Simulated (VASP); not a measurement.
# Mo (Im-3m) in VASP: further runs

Mo is run at these levels: PBEsol; tasks: single point.

Everything below comes from runs of VASP 6.6.1. Logs are shortened: lines on timing, memory, paths and dates and some standing lists are left out, and cuts for length are marked.

### 1 The cell of the first run

The structure is cubic, space group Im-3m (No. 229). The conventional cell has a = 3.146 Å, b = 3.146 Å, c = 3.146 Å, α = 90.00°, β = 90.00°, γ = 90.00°. Mo (site symmetry m-3m) has 14 Mo at 2.72 to 3.15 Å within 3.6 Å.

### 2 Single point, PBEsol (volume scaled by 0.98)

The input, INCAR:

```
SYSTEM = Mo
  PREC = Accurate
  ENCUT = 520
  EDIFF = 1E-6
  ISMEAR = -1
  SIGMA = 0.05
  LREAL = .FALSE.
  LASPH = .TRUE.
  NELM = 100
  ALGO = Normal
  ISIF = 2
  LWAVE = .FALSE.
  LCHARG = .FALSE.
  GGA = PS
  NBANDS = 13
```

The input, KPOINTS:

```
Automatic mesh
0
G
  12 12 12
  0 0 0
```

The input, POSCAR:

```
Mo
1.0
   -1.5731790612      1.5731790612      1.5731790612
    1.5731790612     -1.5731790612      1.5731790612
    1.5731790612      1.5731790612     -1.5731790612
Mo
1
Direct
    0.0000000000      0.0000000000      0.0000000000
```

Potentials or basis: VASP PAW PBE potentials, release 64 (Mo_sv).

Command:

```sh
cat potpaw_PBE.64/Mo_sv/POTCAR > POTCAR
mpirun -np 1 vasp_std > vasp.out
```

OUTCAR:

```text
SYSTEM = Mo
   PREC = Accurate
   ENCUT = 520
   EDIFF = 1E-6
   ISMEAR = -1
   LREAL = .FALSE.
   LASPH = .TRUE.
   NELM = 100
   ISIF = 2
   GGA = PS

 ion  position               nearest neighbor table
   1  0.000  0.000  0.000-

  LATTYP: Found a body centered cubic cell.
 ALAT       =     3.1463581224

  Lattice vectors:

 A1 = (  -1.5731790612,   1.5731790612,   1.5731790612)
 A2 = (   1.5731790612,  -1.5731790612,   1.5731790612)
 A3 = (   1.5731790612,   1.5731790612,  -1.5731790612)

Analysis of symmetry for initial positions (statically):
=====================================================================
 Subroutine PRICEL returns:
 Original cell was already a primitive cell.

 Routine SETGRP: Setting up the symmetry group for a
 body centered cubic supercell.

 Subroutine GETGRP returns: Found 48 space group operations
 (whereof 48 operations were pure point group operations)
 out of a pool of 48 trial point group operations.

The static configuration has the point symmetry O_h .

Analysis of symmetry for dynamics (positions and initial velocities):
=====================================================================
 Subroutine PRICEL returns:
 Original cell was already a primitive cell.

 Routine SETGRP: Setting up the symmetry group for a
 body centered cubic supercell.

 Subroutine GETGRP returns: Found 48 space group operations
 (whereof 48 operations were pure point group operations)
 out of a pool of 48 trial point group operations.

The dynamic configuration has the point symmetry O_h .

 Subroutine INISYM returns: Found 48 space group operations
 (whereof 48 operations are pure point group operations),
 and found     1 'primitive' translations

----------------------------------------------------------------------------------------

                                     Primitive cell

  volume of cell :      15.5738

  direct lattice vectors                    reciprocal lattice vectors
    -1.573179061  1.573179061  1.573179061     0.000000000  0.317827775  0.317827775
     1.573179061 -1.573179061  1.573179061     0.317827775  0.000000000  0.317827775
     1.573179061  1.573179061 -1.573179061     0.317827775  0.317827775  0.000000000

  length of vectors
     2.724826063  2.724826063  2.724826063     0.449476349  0.449476349  0.449476349

  position of ions in fractional coordinates (direct lattice)
     0.000000000  0.000000000  0.000000000

  ion indices of the primitive-cell ions
   primitive index   ion index
                 1           1

----------------------------------------------------------------------------------------

 KPOINTS: Automatic mesh

Automatic generation of k-mesh.
 Grid dimensions read from file:
 generate k-points for:   12   12   12

 Generating k-lattice:

  Cartesian coordinates                     Fractional coordinates (reciprocal lattice)
     0.000000000  0.026485648  0.026485648     0.083333333  0.000000000  0.000000000
     0.026485648  0.000000000  0.026485648     0.000000000  0.083333333  0.000000000
     0.026485648  0.026485648  0.000000000     0.000000000  0.000000000  0.083333333

  Length of vectors
     0.037456362  0.037456362  0.037456362

  Shift w.r.t. Gamma in fractional coordinates (k-lattice)
     0.000000000  0.000000000  0.000000000

 Subroutine IBZKPT returns following result:
 ===========================================

 Found     72 irreducible k-points:

 Following reciprocal coordinates:
            Coordinates               Weight
  0.000000  0.000000  0.000000      1.000000
  0.083333  0.000000  0.000000     12.000000
  0.166667  0.000000  0.000000     12.000000
  0.250000  0.000000  0.000000     12.000000
  0.333333  0.000000  0.000000     12.000000
  0.416667  0.000000  0.000000     12.000000
[... 16 lines left out ...]
  0.333333  0.083333  0.083333     24.000000
  0.416667  0.083333  0.083333     12.000000
 [... further k-points ...]
   k-points           NKPTS =     72   k-points in BZ     NKDIM =     72   number of bands    NBANDS=     13
   number of dos      NEDOS =    301   number of ions     NIONS =      1
   total plane-waves  NPLWV =   8000
   dimension x,y,z NGX =    20 NGY =   20 NGZ =   20
   dimension x,y,z NGXF=    40 NGYF=   40 NGZF=   40
   ions per type =               1
   NGX,Y,Z   is equivalent  to a cutoff of  12.20, 12.20, 12.20 a.u.
   NGXF,Y,Z  is equivalent  to a cutoff of  24.40, 24.40, 24.40 a.u.
 SYSTEM =  Mo
   PREC   = accura    normal or accurate (medium, high low for compatibility)
   ISTART =      0    job   : 0-new  1-cont  2-samecut
   ICHARG =      2    charge: 1-file 2-atom 10-const
   ISPIN  =      1    spin polarized calculation?
   LNONCOLLINEAR =      F non collinear calculations
   LSORBIT =      F    spin-orbit coupling
   LASPH  =      T    aspherical Exc in radial PAW
   ENCUT  =  520.0 eV  38.22 Ry    6.18 a.u.   5.07  5.07  5.07*2*pi/ulx,y,z
   NELM   =    100;   NELMIN=  2; NELMDL= -5     # of ELM steps
   EDIFF  = 0.1E-05   stopping-criterion for ELM
   LREAL  =      F    real-space projection
   EDIFFG = 0.1E-04   stopping-criterion for IOM
   NSW    =      0    number of steps for IOM
   IBRION =     -1    ionic relax: 0-MD 1-quasi-New 2-CG
   NFREE  =      0    steps in history (QN), initial steepest desc. (CG)
   ISIF   =      2    stress and relaxation
   ISYM   =      2    0-nonsym 1-usesym 2-fastsym
   POTIM  = 0.5000    time-step for ionic-motion
   TEBEG  =    0.0;   TEEND  =   0.0 temperature during run
   PSTRESS=    0.0 pullay stress
   NELECT =      14.0000    total number of electrons
   NUPDOWN=      -1.0000    fix difference up-down
   EMIN   =  10.00;   EMAX   =-10.00  energy-range for DOS
   EFERMI =   0.00;   METHOD = LEGACY
   ISMEAR =    -1;   SIGMA  =   0.05  broadening in eV -4-tet -1-fermi 0-gaus
   EFERMI_NEDOS =   21; number of points for ismear=-14 and -15
   IALGO  =     38    algorithm
   IMIX   =      4    mixing-type and parameters
     AMIX     =   0.40;   BMIX     =  1.00
     AMIX_MAG =   1.60;   BMIX_MAG =  1.00
  volume/ion in A,a.u.               =      15.57       105.10
  Fermi-wavevector in a.u.,A,eV,Ry     =   1.579984  2.985737 33.964896  2.496349
  Thomas-Fermi vector in A             =   2.680280
   LORBIT       =      0    0 simple, 1 ext, 2 COOP (PROOUT), +10 PAW based schemes
   GGA     = PS    functional components
   LHFCALC =     F    Hartree Fock is set to
   AEXX    =    0.0000 exact exchange contribution
   IVDW    =     0    specifies the selected vdW correction
   LEPSILON=     F    determine dielectric tensor
   LRPA    =     F    only Hartree local field effects (RPA)
 non-spin polarized calculation
  energy-cutoff  :      520.00
  volume of cell :       15.57
 maximum number of plane-waves:       430
   NGX = 11   NGY = 11   NGZ = 11

 number of electron      14.0000001 magnetization

 Free energy of the ion-electron system (eV)
  ---------------------------------------------------
  ext. energy  EPLUGINS =         0.00000000
  ---------------------------------------------------
  free energy    TOTEN  =       -11.79192372 eV

  energy without entropy =      -11.78953720  energy(sigma->0) =      -11.79073046

 E-fermi :  12.4668     XC(G=0): -13.5494

 val. band max:       12.4033463951   @ k =  -0.1667   0.2500   0.0833
 cond. band min:      12.4675843703   @ k =   0.5000   0.5000   0.0833
 fundamental gap:      0.0642379752
 Fermi energy:        12.4667717967

 k-point     1 :       0.0000    0.0000    0.0000
  band No.  band energies     occupation
      1     -48.6685      2.00000
      2     -21.9469      2.00000
      3     -21.9469      2.00000
      4     -21.9469      2.00000
      5       5.2268      2.00000
      6      11.1525      2.00000
      7      11.1525      2.00000
      8      11.1525      2.00000
      9      14.1788      0.00000
     10      14.1788      0.00000
     11      27.3384      0.00000
     12      27.3384      0.00000
     13      27.3384      0.00000

 k-point     2 :       0.0833    0.0000    0.0000
  band No.  band energies     occupation
      1     -48.6508      2.00000
      2     -22.0492      2.00000
      3     -21.9784      2.00000
      4     -21.9477      2.00000
      5       5.5330      2.00000
      6      10.9802      2.00000
      7      11.1196      2.00000
      8      11.4426      2.00000
      9      13.9380      0.00000
     10      14.1843      0.00000
     11      27.5609      0.00000
     12      27.8575      0.00000
     13      27.9310      0.00000

 k-point     3 :       0.1667    0.0000    0.0000
  band No.  band energies     occupation
      1     -48.6020      2.00000
      2     -22.3233      2.00000
      3     -22.0637      2.00000
      4     -21.9498      2.00000
      5       6.3405      2.00000
      6      10.5428      2.00000
      7      10.9663      2.00000
      8      12.2856      1.94804
      9      13.6038      0.00000
     10      14.2244      0.00000
     11      27.8771      0.00000
     12      28.9998      0.00000
     13      29.3226      0.00000
[... 305 lines left out ...]
 k-point    23 :       0.3333    0.0833    0.0833
  band No.  band energies     occupation
      1     -48.4087      2.00000
      2     -23.2191      2.00000
      3     -22.4245      2.00000
      4     -22.0518      2.00000
      5       7.8525      2.00000
      6       9.1797      2.00000
      7      12.1505      1.99642
      8      14.3106      0.00000
      9      14.7952      0.00000
     10      18.2305      0.00000
     11      24.5909      0.00000
     12      25.4320      0.00000
     13      29.0996      0.00000

 k-point    24 :       0.4167    0.0833    0.0833
  band No.  band energies     occupation
      1     -48.3922      2.00000
      2     -23.2812      2.00000
      3     -22.4697      2.00000
      4     -22.0549      2.00000
      5       7.7341      2.00000
      6       9.0918      2.00000
      7      12.8479      0.00098
      8      14.3816      0.00000
      9      14.8784      0.00000
     10      18.9485      0.00000
     11      23.6136      0.00000
     12      25.0243      0.00000
     13      28.5696      0.00000

 [... further k-points ...]
[... 5 lines left out ...]
  --------------------------------------------------------------------------------------
  -------------------------------------------------------------------------------------
  Total       -0.3881794     -0.3881794     -0.3881794      0.0000000     -0.0000000      0.0000000
  in kB      -39.9345296    -39.9345296    -39.9345296      0.0000000     -0.0000000      0.0000000
  external PRESSURE =     -39.9345296 kB  Pullay stress =       0.0000000 kB

 VOLUME and BASIS-vectors are now :
 -----------------------------------------------------------------------------
  energy-cutoff  :      520.00
  volume of cell :       15.57
      direct lattice vectors                 reciprocal lattice vectors
    -1.573179061  1.573179061  1.573179061     0.000000000  0.317827775  0.317827775
     1.573179061 -1.573179061  1.573179061     0.317827775  0.000000000  0.317827775
     1.573179061  1.573179061 -1.573179061     0.317827775  0.317827775  0.000000000

 POSITION                                       TOTAL-FORCE (eV/Angst)
 -----------------------------------------------------------------------------------
      0.00000      0.00000      0.00000         0.000000     -0.000000     -0.000000
 -----------------------------------------------------------------------------------
    total drift:                                0.000000     -0.000000      0.000000

  FREE ENERGIE OF THE ION-ELECTRON SYSTEM (eV)
  ---------------------------------------------------
  free  energy   TOTEN  =       -11.7919237208 eV

  energy  without entropy=      -11.7895372037  energy(sigma->0) =      -11.79073046
```

Wall time 12 s (1 thread of AMD EPYC 7R43 (Zen 3), shared host); peak memory 0.1 GiB.

Results:

```yaml
Free_energy: -11.7919 eV
Pressure: -4.0 GPa
Band_gap_on_the_k_mesh: zero (band 7 reaches 16.56 eV, above the bottom of band 8 at 11.15 eV)
```

Levels at points of the mesh, in eV from the Fermi level:
```tsv
k point	band 4	band 5	band 6	band 7	band 8	band 9	band 10	band 11
(0.00, 0.00, 0.00)	-34.41	-7.24	-1.31	-1.31	-1.31	1.71	1.71	14.87
(0.50, 0.00, 0.00)	-34.43	-5.32	-3.37	1.68	1.75	2.38	4.87	11.75
(0.50, 0.50, 0.50)	-35.40	-5.44	-5.44	4.09	4.09	4.09	9.11	9.11
```

Caveat: the PAW data sets were made with another functional, which shifts forces and pressure a little.

(Part 1 of 2 ends here.)
